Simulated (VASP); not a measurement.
A run of VASP 6.6.1 is set up as follows.

The input INCAR:

```
SYSTEM = Pt
PREC = Accurate
ENCUT = 520
EDIFF = 1E-6
ISMEAR = -1
SIGMA = 0.05
LREAL = .False.
LASPH = .True.
NELM = 80
ALGO = Normal
ISIF = 2
LWAVE = .False.
LCHARG = .False.
GGA = CA
NBANDS = 28
```

Contents of KPOINTS:

```
Automatic mesh
0
Gamma
  6 6 6
  0 0 0
```

POSCAR

```
Pt
1.0
    3.8959452146      0.0000000000      0.0000000000
    0.0000000000      3.8959452146      0.0000000000
    0.0000000000      0.0000000000      3.8959452146
Pt
4
Direct
    0.0000000000      0.0000000000      0.0000000000
    0.0000000000      0.5000000000      0.5000000000
    0.5000000000      0.0000000000      0.5000000000
    0.5000000000      0.5000000000      0.0000000000
```

Potentials or basis: VASP PAW LDA potentials, release 64 (Pt).

Command:

```console
$ cat potpaw_LDA.64/Pt/POTCAR > POTCAR
$ mpirun -np 1 vasp_std > vasp.out
```

Problem. What does it give for the pressure?

Solution. 0.8 GPa.

Problem. Predict the band gap on the k mesh.

Solution. Zero (band 20 reaches 12.06 eV, above the bottom of band 21 at 11.08 eV).

Caveat: spin-orbit coupling is left out, which moves the levels of the heavy elements.
